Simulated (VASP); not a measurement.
I: relaxation of cell and atoms with PBE

I:

```xyz
1
Lattice="-2.0150 2.0150 2.0150 2.0150 -2.0150 2.0150 2.0150 2.0150 -2.0150" Properties=species:S:1:pos:R:3 pbc="T T T"
I     0.0000    0.0000    0.0000
```

```json
{
  "Program": "VASP 6.6.1",
  "Task": "relaxation of cell and atoms",
  "Functional": "PBE",
  "Potentials or basis": "VASP PAW PBE potentials, release 64 (I)",
  "Cutoff": "500 eV",
  "k mesh": "15 × 15 × 15",
  "Occupations": "methfessel-paxton, width 0.02 eV",
  "Spin": "no spin polarisation",
  "Dipole correction": "no",
  "Further INCAR settings": "ALGO = Normal; EDIFF = 1e-07; IBRION = 2; EDIFFG = -0.03; NSW = 80; ISIF = 3"
}
```

The relaxed volume is 35.76 Å³/atom. The relaxed cell is a = 3.595 Å, b = 3.595 Å, c = 3.595 Å, α = 109.47°, β = 109.47°, γ = 109.47°. The space group after relaxing (to 0.1 Å) is Im-3m (No. 229), the energy gained by relaxing is 23.0 meV/atom and the ionic steps are 3. The pressure after relaxing is 0.0 GPa and the band gap on the k mesh is zero (an odd number of electrons rules out a gap without spin polarisation).

The path:
```
step  energy change (eV)  largest force (eV/Å)  pressure (GPa)  volume (Å³)
   1              0.0000                0.0000            2.67        32.73
   2             -0.0227                0.0000            0.25        35.38
   3             -0.0230                0.0000           -0.01        35.76
```

Final structure:
```yaml
crystal:
  lattice:
    - [-2.07552, 2.07552, 2.07552]
    - [2.07552, -2.07552, 2.07552]
    - [2.07552, 2.07552, -2.07552]
  atoms:
    - { symbol: I, position: [0.00000, 0.00000, 0.00000] }
```

Levels at points of the mesh, in eV from the Fermi level:
```csv
k point,band 1,band 2,band 3,band 4,band 5,band 6,band 7
"(0.00, 0.00, 0.00)",-13.45,0.78,0.78,0.78,6.89,9.72,9.72
```

It took 48 s on 1 thread of AMD EPYC 7R13 Processor (Zen 3), with other jobs on the host, peak memory 0.15 GiB.

Caveat: spin-orbit coupling is left out, which moves the levels of the heavy elements; an odd number of electrons without spin polarisation forces a metal; a magnetic or distorted state may lie lower.
